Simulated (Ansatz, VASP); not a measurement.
**SnPt2Se3: VASP beside Ansatz**

```
Sn Pt Se
1.0
     6.56802    0.00000    0.00000
    -3.28401    5.68807    0.00000
     0.00000    0.00000    3.61982
Sn Pt Se
1 2 3
Cartesian
  0.0000 0.0000 0.0000
  0.0000 3.7920 0.0000
  3.2840 1.8960 0.0000
  3.2840 0.0000 1.8099
  1.6420 2.8440 1.8099
  -1.6420 2.8440 1.8099
```

Change from the starting cell: species swapped into the CeAl3Pd2 type (P6/mmm, No. 191).

Alike in both runs: functional PBE; k mesh 6 × 6 × 10; occupations gaussian, width 0.1 eV; no spin polarisation.

Ansatz relaxed the structure, and its values are those at the end. VASP's run is a single point on that final structure, the one shown.

```csv
,VASP,Ansatz
version,VASP 6.6.1,Ansatz 0.2.0
potentials or method,"VASP PAW PBE potentials, release 64 (Sn_d, Pt, Se), cutoff 520 eV","scalar-relativistic, plane waves, PAW"
valence electrons in the cell,52,98
```

```tsv
	VASP	Ansatz	Ansatz less VASP
gap on the k mesh at the Fermi level (eV)	none	none	-
pressure (GPa)	0.0	0.0	+0.03
```

A gap of «none» marks a metal or a gap that the smearing closes. The functional is the same, so the differences come from potentials, cutoffs and numerics. VASP's potentials hold 52 valence electrons a cell and Ansatz's 98, so a difference there can come from the potentials and not from the codes.

Spin-orbit coupling is off throughout.
